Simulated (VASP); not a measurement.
# Sc (P6_3/mmc) in VASP: further runs, part 2 of 2

VASP 6.6.1. Earlier steps stand in the parts before.

## 4. Single point, PBE

This run uses another cell than the first one, of the same volume but with other edges.

INCAR reads:

```
SYSTEM = Sc
PREC = Accurate ; ENCUT = 520
EDIFF = 1E-7 ; ISMEAR = 0
SIGMA = 0.15 ; LREAL = .FALSE.
LASPH = .TRUE. ; NELM = 100
ALGO = Fast ; ISIF = 2
LWAVE = .FALSE. ; LCHARG = .FALSE.
GGA = PE ; NBANDS = 18
```

KPOINTS reads:

```
Automatic mesh
0
G
  18 18 10
  0 0 0
```

POSCAR reads:

```
Sc
1.0
    3.2554208553      0.0000000000      0.0000000000
   -1.6277104276      2.8192771608      0.0000000000
    0.0000000000      0.0000000000      5.4421682672
Sc
2
Direct
    0.3333333333      0.6666666667      0.2500000000
    0.6666666667      0.3333333333      0.7500000000
```

Command:

```sh
> cat potpaw_PBE.64/Sc_sv/POTCAR > POTCAR
> mpirun -np 1 vasp_std > vasp.out
```

It took 2.9 min on 1 thread of Intel Xeon Platinum 8375C at 2.90GHz (Ice Lake), shared host; peak memory 0.28 GiB.

The run converged. Its results:

```yaml
Free_energy: -12.4845 eV
Pressure: -0.4 GPa
Band_gap_on_the_k_mesh: zero (band 11 reaches 4.32 eV, above the bottom of band 12 at 3.22 eV)
```

Stress tensor (GPa, compression positive):
```
 1.20  0.00  0.00
 0.00  1.20  0.00
 0.00  0.00 -3.58
```

Levels at points of the mesh, in eV from the Fermi level:
```tsv
k point	band 7	band 8	band 9	band 10	band 11	band 12	band 13	band 14	band 15	band 16
(0.00, 0.00, 0.00)	-27.88	-27.88	-5.12	-1.77	0.10	1.44	1.62	1.62	1.97	1.97
(0.50, 0.00, 0.00)	-27.97	-27.94	-1.53	-1.03	-0.73	-0.17	1.06	1.58	1.58	3.84
(0.00, 0.00, 0.50)	-27.91	-27.91	-3.73	-3.73	0.71	0.71	1.61	1.61	1.61	1.61
(0.50, 0.00, 0.50)	-27.98	-27.98	-1.46	-1.46	-0.01	-0.01	1.23	1.23	2.48	2.48
```

## 5. Single point, PBE

This run uses another cell than the first one, of the same volume but with other edges.

INCAR reads:

```
  ALGO = Fast
  EDIFF = 1E-6
  ENCUT = 520
  GGA = PE
  ISIF = 2
  ISMEAR = 0
  LASPH = T
  LCHARG = F
  LREAL = F
  LWAVE = F
  NBANDS = 18
  NELM = 80
  PREC = Accurate
  SIGMA = 0.15
```

KPOINTS reads:

```
k-points
0
Gamma
  18 18 10
```

POSCAR reads:

```
Sc
1.0
    3.5642944861      0.0000000000      0.0000000000
   -1.7821472430      3.0867695715      0.0000000000
    0.0000000000      0.0000000000      4.5398247788
Sc
2
Direct
    0.3333333333      0.6666666667      0.2500000000
    0.6666666667      0.3333333333      0.7500000000
```

Command:

```sh
> cat potpaw_PBE.64/Sc_sv/POTCAR > POTCAR
> mpirun -np 1 vasp_std > vasp.out
```

It took 3.6 min on 1 thread of Intel Xeon Platinum 8375C at 2.90GHz (Ice Lake), shared host; peak memory 0.29 GiB.

Results (log left out):

```yaml
Free_energy: -12.2324 eV
Pressure: -0.2 GPa
Band_gap_on_the_k_mesh: zero (band 11 reaches 4.87 eV, above the bottom of band 12 at 3.05 eV)
```

Stress tensor (GPa, compression positive):
```
-4.38  0.00  0.00
 0.00 -4.38  0.00
 0.00  0.00  8.11
```

Levels at points of the mesh, in eV from the Fermi level:
```csv
k point,band 6,band 7,band 8,band 9,band 10,band 11,band 12,band 13,band 14,band 15
"(0.00, 0.00, 0.00)",-27.87,-27.87,-27.78,-5.01,-1.41,1.32,1.32,1.61,1.61,2.06
"(0.50, 0.00, 0.00)",-28.01,-27.95,-27.86,-1.86,-1.17,-0.78,-0.25,0.74,1.97,2.62
"(0.00, 0.00, 0.50)",-27.95,-27.95,-27.95,-3.04,-3.04,0.92,0.92,0.92,0.92,1.73
"(0.50, 0.00, 0.50)",-27.98,-27.86,-27.86,-1.33,-1.33,0.23,0.23,1.58,1.58,1.86
```

## 6. Single point, PBE

This run uses another cell than the first one, of the same volume but with other edges.

INCAR reads:

```
PREC = Accurate ; ENCUT = 520
EDIFF = 1E-7 ; ISMEAR = 0
SIGMA = 0.15 ; LREAL = F
LASPH = T ; NELM = 100
ALGO = Fast ; ISIF = 2
LWAVE = F ; LCHARG = T
GGA = PE ; LELF = T
LVHAR = T ; NBANDS = 18
```

KPOINTS reads:

```
regular mesh
0
Gamma
  18 18 10
```

POSCAR reads:

```
Sc
1.0
    3.0317202436      0.0000000000      0.0000000000
   -1.5158601218      2.6255467481      0.0000000000
    0.0000000000      0.0000000000      6.2749172239
Sc
2
Direct
    0.3333333333      0.6666666667      0.2500000000
    0.6666666667      0.3333333333      0.7500000000
```

Potentials or basis: VASP PAW PBE potentials, release 64 (Sc_sv).

Command:

```sh
> cat potpaw_PBE.64/Sc_sv/POTCAR > POTCAR
> mpirun -np 1 vasp_std > vasp.out
```

Wall time 3.5 min (1 thread of Intel Xeon Platinum 8375C at 2.90GHz (Ice Lake), shared host); peak memory 0.29 GiB.

It converged, with:

| Quantity | Value |
| --- | --- |
| Free energy | -11.9412 eV |
| Pressure | 1.1 GPa |
| Band gap on the k mesh | zero (band 11 reaches 3.95 eV, above the bottom of band 12 at 3.35 eV) |

Stress tensor (GPa, compression positive):
```
  7.69   0.00   0.00
  0.00   7.69   0.00
  0.00   0.00 -12.04
```

Levels at points of the mesh, in eV from the Fermi level:
| k point | band 7 | band 8 | band 9 | band 10 | band 11 | band 12 | band 13 | band 14 | band 15 | band 16 |
| --- | --- | --- | --- | --- | --- | --- | --- | --- | --- | --- |
| (0.00, 0.00, 0.00) | -27.74 | -27.74 | -5.09 | -2.41 | -0.95 | 0.36 | 1.72 | 1.72 | 1.85 | 1.85 |
| (0.50, 0.00, 0.00) | -27.90 | -27.87 | -1.41 | -1.18 | -0.84 | 0.51 | 0.52 | 1.15 | 2.41 | 3.56 |
| (0.00, 0.00, 0.50) | -27.75 | -27.75 | -4.07 | -4.07 | -0.10 | -0.10 | 1.77 | 1.77 | 1.77 | 1.77 |
| (0.50, 0.00, 0.50) | -27.89 | -27.89 | -1.46 | -1.46 | -0.29 | -0.29 | 1.50 | 1.50 | 2.92 | 2.92 |

## 7. Summary

| cell | further INCAR settings | gap on the mesh (eV) | pressure (GPa) |
| --- | --- | --- | --- |
| a = 3.205, b = 3.205, c = 5.614 Å, angles 90.0, 90.0, 120.0°, 2 atoms | ALGO = Fast; EDIFF = 1e-06; NBANDS = 18 | none | -0.2 |
| a = 3.354, b = 3.354, c = 5.127 Å, angles 90.0, 90.0, 120.0°, 2 atoms | ALGO = Fast; EDIFF = 1e-06; NBANDS = 18 | none | -0.6 |
| a = 3.255, b = 3.255, c = 5.442 Å, angles 90.0, 90.0, 120.0°, 2 atoms | ALGO = Fast; EDIFF = 1e-07; NBANDS = 18 | none | -0.4 |
| a = 3.564, b = 3.564, c = 4.540 Å, angles 90.0, 90.0, 120.0°, 2 atoms | ALGO = Fast; EDIFF = 1e-06; NBANDS = 18 | none | -0.2 |
| a = 3.032, b = 3.032, c = 6.275 Å, angles 90.0, 90.0, 120.0°, 2 atoms | ALGO = Fast; EDIFF = 1e-07; NBANDS = 18 | none | 1.1 |

Alike in all rows: task single point; level PBE; potentials or basis VASP PAW PBE potentials, release 64 (Sc_sv); no spin polarisation; k mesh 18 × 18 × 10; cutoff (eV) 520; smearing gaussian 0.15 eV.

Absolute energies hang on the potentials; compare differences alone.
